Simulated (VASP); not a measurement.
# S (Fm-3m) in VASP: notebook, part 2 of 2

VASP 6.6.1.

### Step 5. Relaxation of cell and atoms, PBEsol, target pressure 60 GPa, at which the enthalpy is minimised

Input file INCAR:

```
  PREC = Accurate
  ENCUT = 500
  EDIFF = 1E-7
  ISMEAR = -1
  SIGMA = 0.1
  LREAL = F
  LASPH = T
  NELM = 120
  ALGO = Normal
  ISIF = 3
  LWAVE = F
  LCHARG = F
  GGA = PS
  IBRION = 2
  NSW = 80
  EDIFFG = -0.02
  PSTRESS = 600.0
  GGA_COMPAT = F
  NELMIN = 4
```

Input file KPOINTS:

```
Automatic mesh
0
Gamma
  7 7 7
```

Input file POSCAR:

```
S
1.0
    0.0000000000      2.1000000000      2.1000000000
    2.1000000000      0.0000000000      2.1000000000
    2.1000000000      2.1000000000      0.0000000000
S
1
Direct
    0.0000000000      0.0000000000      0.0000000000
```

Potentials or basis: VASP PAW PBE potentials, release 64 (S).

Started as:

```sh
cat potpaw_PBE.64/S/POTCAR > POTCAR
mpirun -np 1 vasp_std > vasp.out
```

OUTCAR:

```text
PREC = Accurate
   ENCUT = 500
   EDIFF = 1E-7
   ISMEAR = -1
   LREAL = F
   LASPH = T
   NELM = 120
   ISIF = 3
   GGA = PS
   IBRION = 2
   NSW = 80
   EDIFFG = -0.02
   PSTRESS = 600.0
   NELMIN = 4

 ion  position               nearest neighbor table
   1  0.000  0.000  0.000-

  LATTYP: Found a face centered cubic cell.
 ALAT       =     4.2000000000

  Lattice vectors:

 A1 = (   0.0000000000,   2.1000000000,   2.1000000000)
 A2 = (   2.1000000000,   0.0000000000,   2.1000000000)
 A3 = (   2.1000000000,   2.1000000000,   0.0000000000)

Analysis of symmetry for initial positions (statically):
=====================================================================
 Subroutine PRICEL returns:
 Original cell was already a primitive cell.

 Routine SETGRP: Setting up the symmetry group for a
 face centered cubic supercell.

 Subroutine GETGRP returns: Found 48 space group operations
 (whereof 48 operations were pure point group operations)
 out of a pool of 48 trial point group operations.

The static configuration has the point symmetry O_h .

Analysis of symmetry for dynamics (positions and initial velocities):
=====================================================================
 Subroutine PRICEL returns:
 Original cell was already a primitive cell.

 Routine SETGRP: Setting up the symmetry group for a
 face centered cubic supercell.

 Subroutine GETGRP returns: Found 48 space group operations
 (whereof 48 operations were pure point group operations)
 out of a pool of 48 trial point group operations.

The dynamic configuration has the point symmetry O_h .

 Subroutine INISYM returns: Found 48 space group operations
 (whereof 48 operations are pure point group operations),
 and found     1 'primitive' translations

----------------------------------------------------------------------------------------

                                     Primitive cell

  volume of cell :      18.5220

  direct lattice vectors                    reciprocal lattice vectors
     0.000000000  2.100000000  2.100000000    -0.238095238  0.238095238  0.238095238
     2.100000000  0.000000000  2.100000000     0.238095238 -0.238095238  0.238095238
     2.100000000  2.100000000  0.000000000     0.238095238  0.238095238 -0.238095238

  length of vectors
     2.969848481  2.969848481  2.969848481     0.412393049  0.412393049  0.412393049

  position of ions in fractional coordinates (direct lattice)
     0.000000000  0.000000000  0.000000000

  ion indices of the primitive-cell ions
   primitive index   ion index
                 1           1

----------------------------------------------------------------------------------------

 KPOINTS: Automatic mesh

Automatic generation of k-mesh.
 Grid dimensions read from file:
 generate k-points for:    7    7    7

 Generating k-lattice:

  Cartesian coordinates                     Fractional coordinates (reciprocal lattice)
    -0.034013605  0.034013605  0.034013605     0.142857143  0.000000000  0.000000000
     0.034013605 -0.034013605  0.034013605     0.000000000  0.142857143  0.000000000
     0.034013605  0.034013605 -0.034013605     0.000000000  0.000000000  0.142857143

  Length of vectors
     0.058913293  0.058913293  0.058913293

  Shift w.r.t. Gamma in fractional coordinates (k-lattice)
     0.000000000  0.000000000  0.000000000

 Subroutine IBZKPT returns following result:
 ===========================================

 Found     20 irreducible k-points:

 Following reciprocal coordinates:
            Coordinates               Weight
  0.000000  0.000000  0.000000      1.000000
  0.142857  0.000000  0.000000      8.000000
  0.285714  0.000000  0.000000      8.000000
  0.428571  0.000000  0.000000      8.000000
  0.142857  0.142857  0.000000      6.000000
  0.285714  0.142857  0.000000     24.000000
[... 12 lines left out ...]
 -0.428571  0.428571  0.142857     24.000000
 -0.285714  0.428571  0.142857     24.000000
   k-points           NKPTS =     20   k-points in BZ     NKDIM =     20   number of bands    NBANDS=      7
   number of dos      NEDOS =    301   number of ions     NIONS =      1
   total plane-waves  NPLWV =  13824
   dimension x,y,z NGX =    24 NGY =   24 NGZ =   24
   dimension x,y,z NGXF=    48 NGYF=   48 NGZF=   48
   ions per type =               1
   NGX,Y,Z   is equivalent  to a cutoff of  13.43, 13.43, 13.43 a.u.
   NGXF,Y,Z  is equivalent  to a cutoff of  26.87, 26.87, 26.87 a.u.
 SYSTEM =  unknown system
   PREC   = accura    normal or accurate (medium, high low for compatibility)
   ISTART =      0    job   : 0-new  1-cont  2-samecut
   ICHARG =      2    charge: 1-file 2-atom 10-const
   ISPIN  =      1    spin polarized calculation?
   LNONCOLLINEAR =      F non collinear calculations
   LSORBIT =      F    spin-orbit coupling
   LASPH  =      T    aspherical Exc in radial PAW
   ENCUT  =  500.0 eV  36.75 Ry    6.06 a.u.   5.41  5.41  5.41*2*pi/ulx,y,z
   NELM   =    120;   NELMIN=  4; NELMDL= -5     # of ELM steps
   EDIFF  = 0.1E-06   stopping-criterion for ELM
   LREAL  =      F    real-space projection
   EDIFFG = -.2E-01   stopping-criterion for IOM
   NSW    =     80    number of steps for IOM
   IBRION =      2    ionic relax: 0-MD 1-quasi-New 2-CG
   NFREE  =      1    steps in history (QN), initial steepest desc. (CG)
   ISIF   =      3    stress and relaxation
   ISYM   =      2    0-nonsym 1-usesym 2-fastsym
   POTIM  = 0.5000    time-step for ionic-motion
   TEBEG  =    0.0;   TEEND  =   0.0 temperature during run
   PSTRESS=  600.0 pullay stress
   NELECT =       6.0000    total number of electrons
   NUPDOWN=      -1.0000    fix difference up-down
   EMIN   =  10.00;   EMAX   =-10.00  energy-range for DOS
   EFERMI =   0.00;   METHOD = LEGACY
   ISMEAR =    -1;   SIGMA  =   0.10  broadening in eV -4-tet -1-fermi 0-gaus
   EFERMI_NEDOS =   21; number of points for ismear=-14 and -15
   IALGO  =     38    algorithm
   IMIX   =      4    mixing-type and parameters
     AMIX     =   0.40;   BMIX     =  1.00
     AMIX_MAG =   1.60;   BMIX_MAG =  1.00
  volume/ion in A,a.u.               =      18.52       124.99
  Fermi-wavevector in a.u.,A,eV,Ry     =   1.124336  2.124686 17.199540  1.264130
  Thomas-Fermi vector in A             =   2.261007
   LORBIT       =      0    0 simple, 1 ext, 2 COOP (PROOUT), +10 PAW based schemes
   GGA     = PS    functional components
   LHFCALC =     F    Hartree Fock is set to
   AEXX    =    0.0000 exact exchange contribution
   IVDW    =     0    specifies the selected vdW correction
   LEPSILON=     F    determine dielectric tensor
   LRPA    =     F    only Hartree local field effects (RPA)
 conjugate gradient relaxation of ions
 non-spin polarized calculation
  energy-cutoff  :      500.00
  volume of cell :       18.52
 maximum number of plane-waves:       489
 NGX is ok and might be reduce to    24
   NGX = 11   NGY = 11   NGZ = 11

--------------------------------------- Ionic step        1  -------------------------------------------

 number of electron       5.9999999 magnetization

 Free energy of the ion-electron system (eV)
  ---------------------------------------------------
  ext. energy  EPLUGINS =         0.00000000
  ---------------------------------------------------
  free energy    TOTEN  =        -3.16587165 eV

  energy without entropy =       -3.12106836  energy(sigma->0) =       -3.14347000

 E-fermi :   5.3003     XC(G=0): -10.5879

 val. band max:        5.1905284694   @ k =   0.4286   0.2857   0.0000
 cond. band min:       5.3136375851   @ k =  -0.4286   0.2857   0.1429
 fundamental gap:      0.1231091157
 Fermi energy:         5.3002897014

 k-point     1 :       0.0000    0.0000    0.0000
  band No.  band energies     occupation
      1     -10.0119      2.00000
      2       7.7409      0.00000
      3       7.7409      0.00000
      4       7.7409      0.00000
      5      17.2340      0.00000
      6      17.2911      0.00000
      7      17.2911      0.00000
[... 294 lines left out ...]
  energy  without entropy=       -3.1529076501  energy(sigma->0) =       -3.16913388

  enthalpy is  TOTEN    =         1.5610885335 eV   P V=        4.7464486435

[... ionic steps 4 to 16 ...]

--------------------------------------- Ionic step       17  -------------------------------------------

 number of electron       6.0000000 magnetization

------------------------ aborting loop because EDIFF is reached ----------------------------------------
[... 69 lines left out ...]
--------------------------------------- Ionic step       19  -------------------------------------------

 number of electron       6.0000000 magnetization

 Free energy of the ion-electron system (eV)
  ---------------------------------------------------
  ext. energy  EPLUGINS =         0.00000000
  ---------------------------------------------------
  free energy    TOTEN  =        -2.72383442 eV

  energy without entropy =       -2.69748151  energy(sigma->0) =       -2.71065796

 E-fermi :  13.8683     XC(G=0): -13.1519

 val. band max:       13.8040907504   @ k =  -0.4286   0.1429   0.0000
 cond. band min:      13.8986484377   @ k =   0.4286   0.2857   0.0000
 fundamental gap:      0.0945576873
 Fermi energy:        13.8683437775

 k-point     1 :       0.0000    0.0000    0.0000
  band No.  band energies     occupation
      1      -7.5209      2.00000
      2      19.8021      0.00000
      3      19.8021      0.00000
      4      19.8021      0.00000
      5      26.1679      0.00000
      6      26.1679      0.00000
      7      26.1679      0.00000
[... 220 lines left out ...]
  energy  without entropy=       -2.6974815067  energy(sigma->0) =       -2.71065796

  enthalpy is  TOTEN    =         1.3190008365 eV   P V=        4.0428352527

 reached required accuracy - stopping structural energy minimisation
```

OSZICAR:

```text
N       E                     dE             d eps       ncg     rms          rms(c)
DAV:   1     0.110441538851E+02    0.11044E+02   -0.28887E+03   280   0.697E+02
DAV:   2    -0.292611818018E+01   -0.13970E+02   -0.13702E+02   413   0.872E+01
DAV:   3    -0.317907209604E+01   -0.25295E+00   -0.25185E+00   350   0.129E+01
[... 138 lines left out ...]
DAV:   1    -0.272389603021E+01   -0.94897E-02   -0.21400E-03   280   0.338E-01    0.783E-02
DAV:   2    -0.272385145882E+01    0.44571E-04   -0.46057E-05   287   0.628E-02    0.470E-02
DAV:   3    -0.272383516165E+01    0.16297E-04   -0.44559E-05   280   0.462E-02    0.225E-02
DAV:   4    -0.272383442301E+01    0.73864E-06   -0.17561E-07   301   0.432E-03    0.136E-03
DAV:   5    -0.272383441616E+01    0.68505E-08   -0.18268E-09   140   0.449E-04
  19 F= 0.13190008E+01 E0= 0.13321773E+01  d E =-.235095E-03
```

Wall time 14 s (1 thread of Intel Xeon 6975P-C (Granite Rapids), shared host); peak memory 0.14 GiB.

Results:

- Free energy: -2.7238 eV
- Relaxed volume: 10.80 Å³/atom
- Relaxed cell: a = 2.481 Å, b = 2.481 Å, c = 2.481 Å, α = 60.00°, β = 60.00°, γ = 60.00°
- Space group after relaxing (to 0.1 Å): Fm-3m (No. 225)
- Energy change on relaxing (the run minimises the enthalpy): +442.0 meV/atom
- Ionic steps: 19
- Pressure after relaxing: 60.0 GPa
- Band gap on the k mesh: zero (bands 3 and 4 overlap by 9.02 eV)

The path:
| step | energy change (eV) | largest force (eV/Å) | pressure (GPa) | volume (Å³) |
| --- | --- | --- | --- | --- |
| 1 | 0.0000 | 0.0000 | -12.68 | 18.52 |
| 2 | 19.0745 | 0.0000 | 1710.76 | 3.89 |
| 3 | -0.0195 | 0.0000 | 22.88 | 12.67 |
| 4 | 0.1308 | 0.0000 | 36.16 | 11.85 |
| 5 | 0.4681 | 0.0000 | 61.90 | 10.73 |
| 6 | 0.4196 | 0.0000 | 58.35 | 10.86 |
| 7 | 0.4204 | 0.0000 | 58.41 | 10.85 |
| 8 | 0.4226 | 0.0000 | 58.57 | 10.85 |
| 9 | 0.4227 | 0.0000 | 58.57 | 10.85 |
| 10 | 0.4227 | 0.0000 | 58.58 | 10.85 |
| 11 | 0.4228 | 0.0000 | 58.59 | 10.85 |
| 12 | 0.4231 | 0.0000 | 58.60 | 10.85 |
| 13 | 0.4235 | 0.0000 | 58.63 | 10.85 |
| 14 | 0.4244 | 0.0000 | 58.70 | 10.84 |
| 15 | 0.4262 | 0.0000 | 58.83 | 10.84 |
| 16 | 0.4297 | 0.0000 | 59.09 | 10.83 |
| 17 | 0.4369 | 0.0000 | 59.62 | 10.81 |
| 18 | 0.4515 | 0.0000 | 60.69 | 10.77 |
| 19 | 0.4420 | 0.0000 | 60.00 | 10.80 |

Final structure:
```
S
1.0
     0.00000    1.75417    1.75417
     1.75417    0.00000    1.75417
     1.75417    1.75417    0.00000
S
1
Direct
  0.00000 0.00000 0.00000
```

Levels at points of the mesh, in eV from the Fermi level:
```tsv
k point	band 1	band 2	band 3	band 4	band 5	band 6	band 7
(0.00, 0.00, 0.00)	-21.39	5.93	5.93	5.93	12.30	12.30	12.30
```

Caveat: the k points lie up to 0.44 Å⁻¹ apart in the final cell, too coarse for converged energies and pressures of a metal; the cell is relaxed towards a set pressure, so the run minimises the enthalpy, not the energy; the volume moved by over 15 % at a fixed basis, so the end points are rough; the PAW data sets were made with another functional, which shifts forces and pressure a little.

### Step 6. The runs side by side

| cell | gap on the mesh (eV) | pressure (GPa) |
| --- | --- | --- |
| relaxed | none | 0.0 |
| relaxed to 20 GPa | none | 20.0 |
| relaxed to 40 GPa | none | 40.1 |
| relaxed to 60 GPa | none | 60.0 |

Alike in all rows: task relaxation of cell and atoms; level PBEsol; potentials or basis VASP PAW PBE potentials, release 64 (S); no spin polarisation; k mesh 7 × 7 × 7; cutoff (eV) 500; smearing fermi-dirac 0.1 eV.

Caveats: all runs use coarse meshes; the volume moved by over 15 % at a fixed basis, so the end points are rough; the PAW data sets were made with another functional, which shifts forces and pressure a little; the cell is relaxed towards a set pressure, so the run minimises the enthalpy, not the energy (at least some runs).

Absolute energies hang on the potentials; compare differences alone.
